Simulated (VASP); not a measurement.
Au, 1 atom in the cell. It takes space group Pm-3m (No. 221, cubic). Conventional cell: a = 2.501 Å, b = 2.501 Å, c = 2.501 Å, α = 90.00°, β = 90.00°, γ = 90.00°. Au (site symmetry m-3m) has 6 Au at 2.50 Å within 3.3 Å.  This cell differs from its parent crystal: volume scaled by 0.8.

* Program: VASP 6.6.1
* Task: single point
* Functional: PBEsol
* Potentials or basis: VASP PAW PBE potentials, release 64 (Au)
* Cutoff: 520 eV
* k mesh: 14 × 14 × 14
* Occupations: fermi-dirac, width 0.08 eV
* Spin: no spin polarisation
* Dipole correction: no
* Further INCAR settings: ALGO = Normal; EDIFF = 1e-07; NBANDS = 12

Potentials or basis: VASP PAW PBE potentials, release 64 (Au).

The run is started by

```sh
$ cat potpaw_PBE.64/Au/POTCAR > POTCAR
$ mpirun -np 1 vasp_std > vasp.out
```

Hardware: 1 thread of Intel(R) Xeon(R) Platinum 8488C (Sapphire Rapids), on a shared host.

Question: How long does it take, and how much memory?

Answer: Wall time 9.7 s on 1 thread of Intel(R) Xeon(R) Platinum 8488C (Sapphire Rapids), on a shared host, peak memory 0.14 GiB. Counts: scf iterations 11, k points 120.
